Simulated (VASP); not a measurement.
# Co (P6_3/mmc) in VASP: a series of runs

Aim: see how the results for Co move with the level of theory and the settings. Levels: PBE+D3(BJ), PBEsol. Tasks: relaxation of cell and atoms, single point.

All numbers are computed with VASP 6.6.1; they aren't measurements. Logs are shortened: lines on timing, memory, paths and dates and some standing lists are left out, and cuts for length are marked.

**1. The cell of the first run**

It takes space group P6_3/mmc (No. 194, hexagonal). Conventional cell: a = 2.472 Å, b = 2.472 Å, c = 4.021 Å, α = 90.00°, β = 90.00°, γ = 120.00°. Co (site symmetry -6m2) has 12 Co at 2.47 Å within 3.3 Å.

**2. Relaxation of cell and atoms, PBE+D3(BJ), collinear spin, ferromagnetic start**

File INCAR:

```
SYSTEM = Co
PREC = Accurate
ENCUT = 600
EDIFF = 1E-6
ISMEAR = -1
SIGMA = 0.05
LREAL = .False.
LASPH = .True.
NELM = 150
ALGO = Normal
ISIF = 3
LWAVE = .False.
LCHARG = .False.
ISPIN = 2
MAGMOM = 2 2
LORBIT = 11
LMAXMIX = 4
GGA = PE
IVDW = 12
IBRION = 2
NSW = 80
EDIFFG = -0.005
```

File KPOINTS:

```
Automatic mesh
0
Gamma
  12 12 7
  0 0 0
```

File POSCAR:

```
Co
1.0
    2.4719999032      0.0000000000      0.0000000000
   -1.2359999516      2.1408147143      0.0000000000
    0.0000000000      0.0000000000      4.0211440800
Co
2
Direct
    0.6666666667      0.3333333333      0.7500000000
    0.3333333333      0.6666666667      0.2500000000
```

Potentials or basis: VASP PAW PBE potentials, release 64 (Co).

Started as:

```sh
$ cat potpaw_PBE.64/Co/POTCAR > POTCAR
$ mpirun -np 1 vasp_std > vasp.out
```

OUTCAR:

```text
SYSTEM = Co
   PREC = Accurate
   ENCUT = 600
   EDIFF = 1E-6
   ISMEAR = -1
   LREAL = .False.
   LASPH = .True.
   NELM = 150
   ISIF = 3
   ISPIN = 2
   LORBIT = 11
   GGA = PE
   IVDW = 12
   IBRION = 2
   NSW = 80
   EDIFFG = -0.005
 IVDW          = 12

 ion  position               nearest neighbor table
   1  0.667  0.333  0.750-   2 2.47   2 2.47   2 2.47   2 2.47   2 2.47   2 2.47
   2  0.333  0.667  0.250-   1 2.47   1 2.47   1 2.47   1 2.47   1 2.47   1 2.47

  LATTYP: Found a hexagonal cell.
 ALAT       =     2.4719999032
 C/A-ratio  =     1.6266764715

  Lattice vectors:

 A1 = (   2.4719999032,   0.0000000000,   0.0000000000)
 A2 = (  -1.2359999516,   2.1408147143,   0.0000000000)
 A3 = (   0.0000000000,   0.0000000000,   4.0211440800)

Analysis of symmetry for initial positions (statically):
=====================================================================
 Subroutine PRICEL returns:
 Original cell was already a primitive cell.

 Routine SETGRP: Setting up the symmetry group for a
 hexagonal supercell.

 Subroutine GETGRP returns: Found 24 space group operations
 (whereof 12 operations were pure point group operations)
 out of a pool of 24 trial point group operations.

The static configuration has the point symmetry D_3d.
 The point group associated with its full space group is D_6h.

Analysis of symmetry for dynamics (positions and initial velocities):
=====================================================================
 Subroutine PRICEL returns:
 Original cell was already a primitive cell.

 Routine SETGRP: Setting up the symmetry group for a
 hexagonal supercell.

 Subroutine GETGRP returns: Found 24 space group operations
 (whereof 12 operations were pure point group operations)
 out of a pool of 24 trial point group operations.

The dynamic configuration has the point symmetry D_3d.
 The point group associated with its full space group is D_6h.

Analysis of structural, dynamic, and magnetic symmetry:
=====================================================================
 Subroutine PRICEL returns:
 Original cell was already a primitive cell.

 Routine SETGRP: Setting up the symmetry group for a
 hexagonal supercell.

 Subroutine GETGRP returns: Found 24 space group operations
 (whereof 12 operations were pure point group operations)
 out of a pool of 24 trial point group operations.

The overall configuration has the point symmetry D_3d.
 The point group associated with its full space group is D_6h.

 Subroutine INISYM returns: Found 24 space group operations
 (whereof 12 operations are pure point group operations),
 and found     1 'primitive' translations

[... 111 lines left out ...]
   IALGO  =     38    algorithm
   IMIX   =      4    mixing-type and parameters
     AMIX     =   0.40;   BMIX     =  1.00
     AMIX_MAG =   1.60;   BMIX_MAG =  1.00
  volume/ion in A,a.u.               =      10.64        71.80
  Fermi-wavevector in a.u.,A,eV,Ry     =   1.548246  2.925761 32.614055  2.397065
  Thomas-Fermi vector in A             =   2.653224
   LORBIT       =     11    0 simple, 1 ext, 2 COOP (PROOUT), +10 PAW based schemes
   GGA     = PE    functional components
   LHFCALC =     F    Hartree Fock is set to
   AEXX    =    0.0000 exact exchange contribution
   IVDW    =    12    specifies the selected vdW correction
   LEPSILON=     F    determine dielectric tensor
   LRPA    =     F    only Hartree local field effects (RPA)
 conjugate gradient relaxation of ions
 spin polarized calculation
  energy-cutoff  :      600.00
  volume of cell :       21.28
 maximum number of plane-waves:       744
 NGX is ok and might be reduce to    20
   NGX =  9   NGY =  9   NGZ = 17

--------------------------------------- Ionic step        1  -------------------------------------------

 number of electron      17.9999997 magnetization       3.1952871

 Free energy of the ion-electron system (eV)
  ---------------------------------------------------
  ext. energy  EPLUGINS =         0.00000000
  ---------------------------------------------------
  free energy    TOTEN  =       -14.06794695 eV

  energy without entropy =      -14.05212766  energy(sigma->0) =      -14.06003731

------------------------ aborting loop because EDIFF is reached ----------------------------------------

 Edisp (eV)   -0.85076

 E8    (eV) :    -0.3734
[... 191 lines left out ...]
--------------------------------------- Ionic step        6  -------------------------------------------

 number of electron      17.9999997 magnetization       3.1669761

 Free energy of the ion-electron system (eV)
  ---------------------------------------------------
  ext. energy  EPLUGINS =         0.00000000
  ---------------------------------------------------
  free energy    TOTEN  =       -14.06023736 eV

  energy without entropy =      -14.04469562  energy(sigma->0) =      -14.05246649

 E-fermi :  10.7049     XC(G=0): -13.5942

 val. band max:       10.7023502572   @ k =   0.4167   0.0833   0.4286
 cond. band min:      10.7109705386   @ k =   0.2500   0.1667   0.1429
 fundamental gap:      0.0086202813
 Fermi energy:        10.7049119909

 spin component 1

 k-point     1 :       0.0000    0.0000    0.0000
  band No.  band energies     occupation
      1       1.6202      1.00000
      2       5.4397      1.00000
      3       8.0779      1.00000
      4       8.0857      1.00000
      5       8.0857      1.00000
      6       8.4182      1.00000
      7       8.4182      1.00000
      8       8.7730      1.00000
      9       8.7730      1.00000
     10       9.9394      1.00000
     11       9.9394      1.00000
     12      10.6606      0.70803
     13      17.4063      0.00000
     14      32.9281      0.00000
[... 403 lines left out ...]
      4       7.3740      1.00000
      5       8.1491      1.00000
      6       8.1660      1.00000
      7       8.6438      1.00000
      8       9.5626      1.00000
      9       9.6188      1.00000
     10       9.7083      1.00000
     11      10.1048      0.99999
     12      15.2206      0.00000
     13      19.7854      0.00000
     14      21.3364      0.00000
     15      26.6075      0.00000

 [... further k-points ...]

 spin component 2

 k-point     1 :       0.0000    0.0000    0.0000
  band No.  band energies     occupation
      1       1.6224      1.00000
      2       6.3754      1.00000
      3       9.6912      1.00000
      4       9.6971      1.00000
      5       9.6971      1.00000
      6      10.0843      1.00000
      7      10.0843      1.00000
      8      10.5050      0.98198
      9      10.5050      0.98198
     10      10.6052      0.88018
     11      11.7895      0.00000
     12      11.7895      0.00000
     13      18.4124      0.00000
     14      32.6615      0.00000
[... 448 lines left out ...]
  FREE ENERGIE OF THE ION-ELECTRON SYSTEM (eV)
  ---------------------------------------------------
  free  energy   TOTEN  =       -14.9222341432 eV

  energy  without entropy=      -14.9066924014  energy(sigma->0) =      -14.91446327

 reached required accuracy - stopping structural energy minimisation

 total charge

# of ion       s       p       d       tot
------------------------------------------
    1        0.502   0.550   7.286   8.338
    2        0.502   0.550   7.286   8.338
--------------------------------------------------
tot          1.004   1.100  14.572  16.676

 magnetization (x)

# of ion       s       p       d       tot
------------------------------------------
    1       -0.015  -0.054   1.666   1.597
    2       -0.015  -0.054   1.666   1.597
--------------------------------------------------
tot         -0.030  -0.108   3.332   3.194
```

OSZICAR:

```text
N       E                     dE             d eps       ncg     rms          rms(c)
DAV:   1     0.873916052379E+02    0.87392E+02   -0.95879E+03  4648   0.185E+03
DAV:   2    -0.136535995486E+02   -0.10105E+03   -0.93932E+02  4560   0.271E+02
DAV:   3    -0.160879894729E+02   -0.24344E+01   -0.23603E+01  5428   0.598E+01
[... 44 lines left out ...]
DAV:   6    -0.140601700826E+02    0.88638E-06   -0.10257E-06  2571   0.209E-02
   5 F= -.14922234E+02 E0= -.14914460E+02  d E =-.225723E-03  mag=     3.1669
       N       E                     dE             d eps       ncg     rms          rms(c)
DAV:   1    -0.140602416010E+02   -0.70632E-04   -0.12946E-04  5043   0.118E-01    0.153E-02
DAV:   2    -0.140602382078E+02    0.33932E-05   -0.82640E-06  5421   0.598E-02    0.865E-03
DAV:   3    -0.140602373633E+02    0.84449E-06   -0.13631E-06  2368   0.231E-02
   6 F= -.14922234E+02 E0= -.14914463E+02  d E =-.225921E-03  mag=     3.1671
```

Run time: 4.5 min. Hardware: 1 thread of Intel Xeon 8259CL, shared host; peak memory 0.19 GiB.

What came out:

| Quantity | Value |
| --- | --- |
| Free energy | -14.9222 eV |
| Relaxed volume | 10.51 Å³/atom |
| Relaxed cell | a = 2.469 Å, b = 2.469 Å, c = 3.981 Å, α = 90.00°, β = 90.00°, γ = 120.00° |
| Space group after relaxing (to 0.05 Å) | P6_3/mmc (No. 194) |
| Energy gained by relaxing | 1.8 meV/atom |
| Ionic steps | 6 |
| Pressure after relaxing | 0.0 GPa |
| Net moment | 3.17 μB per cell |
| Site moments | Co +1.60 μB |
| Valence electrons inside the program's atomic spheres | Co 8.34 |
| Dispersion energy per atom | -0.431 eV |

Stress tensor (GPa, compression positive):
```
 0.05  0.00  0.00
 0.00  0.05  0.00
 0.00  0.00 -0.05
```

Step by step:
| step | energy change (eV) | largest force (eV/Å) | pressure (GPa) | volume (Å³) |
| --- | --- | --- | --- | --- |
| 1 | 0.0000 | 0.0000 | -2.79 | 21.28 |
| 2 | -0.0007 | 0.0000 | 3.18 | 20.71 |
| 3 | -0.0033 | 0.0000 | 0.31 | 20.98 |
| 4 | -0.0033 | 0.0000 | 0.24 | 20.98 |
| 5 | -0.0035 | 0.0000 | -0.03 | 21.01 |
| 6 | -0.0035 | 0.0000 | 0.01 | 21.01 |

Final structure:
```yaml
crystal:
  lattice:
    - [2.46870, 0.00000, 0.00000]
    - [-1.23435, 2.13795, 0.00000]
    - [0.00000, 0.00000, 3.98108]
  atoms:
    - { symbol: Co, position: [0.66667, 0.33333, 0.75000] }
    - { symbol: Co, position: [0.33333, 0.66667, 0.25000] }
```

Caveat: pairwise dispersion overbinds metals, which lowers pressure and volume.

**3. Single point, PBEsol, collinear spin, ferromagnetic start (volume scaled by 1.02)**

File INCAR:

```
SYSTEM = Co
PREC     = Accurate       ! precision mode
ENCUT    = 520            ! plane-wave cutoff, eV
EDIFF    = 1E-6           ! SCF threshold, eV
ISMEAR   = -1             ! smearing method
SIGMA    = 0.05           ! smearing width, eV
LREAL    = .False.        ! projectors in reciprocal space
LASPH    = .True.         ! aspherical terms in the spheres
NELM     = 150            ! most SCF steps
ALGO     = Normal         ! electronic algorithm
ISIF     = 2              ! what is computed and relaxed
LWAVE    = .False.        ! write WAVECAR
LCHARG   = .False.        ! write CHGCAR
ISPIN    = 2              ! spin polarisation
MAGMOM   = 2 2            ! initial moments
LORBIT   = 11             ! projections on sites
LMAXMIX  = 4              ! l up to which the mixer works
GGA      = PS             ! functional
NBANDS   = 20             ! bands
```

File KPOINTS:

```
regular mesh
0
Gamma
  12 12 7
  0 0 0
```

File POSCAR:

```
Co
1.0
    2.4883712406      0.0000000000      0.0000000000
   -1.2441856203      2.1549927084      0.0000000000
    0.0000000000      0.0000000000      4.0477749493
Co
2
Direct
    0.6666666667      0.3333333333      0.7500000000
    0.3333333333      0.6666666667      0.2500000000
```

Potentials or basis: VASP PAW PBE potentials, release 64 (Co).

Started as:

```sh
$ cat potpaw_PBE.64/Co/POTCAR > POTCAR
$ mpirun -np 1 vasp_std > vasp.out
```

Wall time 27 s (1 thread of Intel Xeon 6975P-C (Granite Rapids), shared host); peak memory 0.17 GiB.

Results (log left out):

* Free energy: -15.4390 eV
* Pressure: -10.4 GPa
* Net moment: 3.23 μB per cell
* Site moments: Co +1.63 μB
* Valence electrons inside the program's atomic spheres: Co 8.27

Stress tensor (GPa, compression positive):
```
 -9.52   0.00   0.00
  0.00  -9.52   0.00
  0.00   0.00 -12.25
```

Levels at points of the mesh, in eV from the Fermi level:
Spin up:
```
           k point  band 7  band 8  band 9  band 10  band 11  band 12  band 13  band 14  band 15  band 16
(0.00, 0.00, 0.00)   -2.26   -1.89   -1.89    -0.81    -0.81    -0.20     6.24    21.99    24.59    24.59
(0.50, 0.00, 0.00)   -2.19   -0.66   -0.59    -0.51     1.30     3.31     9.60    10.24    12.67    13.87
```
Spin down:
```csv
k point,band 5,band 6,band 7,band 8,band 9,band 10
"(0.00, 0.00, 0.00)",-0.95,-0.59,-0.59,-0.19,-0.14,-0.14
"(0.50, 0.00, 0.00)",-1.08,-1.04,-0.63,1.21,1.30,1.37
```

Caveat: the cell differs from its parent crystal (volume scaled by 1.02); the PAW data sets were made with another functional, which shifts forces and pressure a little.
